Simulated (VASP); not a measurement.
A run of VASP 6.6.1 is set up as follows.

INCAR

```
SYSTEM = Al
PREC     = Accurate       ! precision mode
ENCUT    = 520            ! plane-wave cutoff, eV
EDIFF    = 1E-6           ! SCF threshold, eV
ISMEAR   = 0              ! smearing method
SIGMA    = 0.15           ! smearing width, eV
LREAL    = .False.        ! projectors in reciprocal space
LASPH    = .True.         ! aspherical terms in the spheres
NELM     = 100            ! most SCF steps
ALGO     = Fast           ! electronic algorithm
ISIF     = 2              ! what is computed and relaxed
LWAVE    = .False.        ! write WAVECAR
LCHARG   = .False.        ! write CHGCAR
GGA      = PS             ! functional
NBANDS   = 10             ! bands
```

The input KPOINTS:

```
regular mesh
0
Gamma
  18 18 10
  0 0 0
```

Contents of POSCAR:

```
Al
1.0
    2.8124553515      0.0000000000      0.0000000000
   -1.4062276757      2.4356577814      0.0000000000
    0.0000000000      0.0000000000      4.8668500000
Al
2
Direct
    0.5476935703      0.2462389821      0.6883584865
    0.3333333333      0.6666666667      0.2500000000
```

Potentials or basis: VASP PAW PBE potentials, release 64 (Al).

Command:

```sh
$ cat potpaw_PBE.64/Al/POTCAR > POTCAR
$ mpirun -np 1 vasp_std > vasp.out
```

Q: Predict the band gap on the k mesh.

A: Zero (bands 3 and 4 overlap by 5.86 eV).

Q: What does it give for the largest force?

A: 1.461 eV/Å.

Q: What does it give for the pressure?

A: 2.3 GPa.

Forces in eV/Å, atoms in the order of the input:
```
Al   0.118  0.248  1.435
Al  -0.118 -0.248 -1.435
```

Caveat: the cell differs from its parent crystal (atom 1 (Al) moved by (-0.300, -0.300) A along [1 1 0] and z); the PAW data sets were made with another functional, which shifts forces and pressure a little.
